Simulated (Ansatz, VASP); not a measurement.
## Two plane-wave programs on Na

```xyz
2
Lattice="3.8166 0.0000 0.0000 -1.9083 3.3052 0.0000 0.0000 0.0000 6.2350" Properties=species:S:1:pos:R:3 pbc="T T T"
Na    1.9083    1.1017    4.6762
Na    0.0000    2.2035    1.5587
```

Alike in both runs: task single point; functional LDA; k mesh 8 × 8 × 5; occupations fermi-dirac, width 0.05 eV; no spin polarisation.

|  | VASP | Ansatz |
| --- | --- | --- |
| version | VASP 6.6.1 | Ansatz 0.2.0 |
| potentials or method | VASP PAW LDA potentials, release 64 (Na_pv) | Ansatz PAW |
| plane-wave cutoff (eV) | 520 | 420 |
| valence electrons in the cell | 14 | 18 |

```csv
,VASP,Ansatz,Ansatz less VASP
gap on the k mesh at the Fermi level (eV),none,none,-
pressure (GPa),-1.1,-1.1,0.00
"traceless stress, the component that is largest in VASP (GPa)",-0.15,-0.15,0.000
```

LDA's correlation is that of Perdew and Zunger in VASP and of Perdew and Wang (1992) in Ansatz. A gap of «none» marks a metal or a gap that the smearing closes. VASP's potentials hold 14 valence electrons a cell and Ansatz's 18, so a difference there can come from the potentials and not from the codes.
